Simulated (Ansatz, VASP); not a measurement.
Two plane-wave programs on CuO

```xyz
2
Lattice="2.8363 0.0000 0.0000 -1.4182 2.4563 0.0000 0.0000 0.0000 2.7681" Properties=species:S:1:pos:R:3 pbc="T T T"
Cu    0.0000    0.0000    0.0000
O     1.4182    0.8188    1.3841
```

Alike in both runs: task relaxation of cell and atoms; functional PBEsol; k mesh 11 × 11 × 10; occupations fermi-dirac, width 0.05 eV; no spin polarisation; Hubbard terms Cu d U = 5.3 eV.

|  | VASP | Ansatz |
| --- | --- | --- |
| version | VASP 6.6.1 | Ansatz 0.2.0 |
| potentials or method | VASP PAW PBE potentials, release 64 (Cu, O) | Ansatz PAW |
| plane-wave cutoff (eV) | 600 | 420 |
| valence electrons in the cell | 17 | 25 |

```csv
,VASP,Ansatz,Ansatz less VASP
"gap on the k mesh at the Fermi level, each at its own relaxed structure (eV)",none,none,-
relaxed volume (Å³/atom),8.98,9.39,+0.405
relaxed length of the cell vector where the two differ most in proportion (Å),2.612,2.651,+0.0393
```

VASP's potentials were made for PBE, not for PBEsol. The programs project onto different local orbitals, so the same U acts differently, and such runs can settle in different states. A gap of «none» marks a metal or a gap that the smearing closes. VASP's potentials hold 17 valence electrons a cell and Ansatz's 25, so a difference there can come from the potentials and not from the codes.

Noted on Ansatz's run: the plane-wave basis is chosen anew once the cell has moved, so the energies of steps on either side of that aren't comparable.
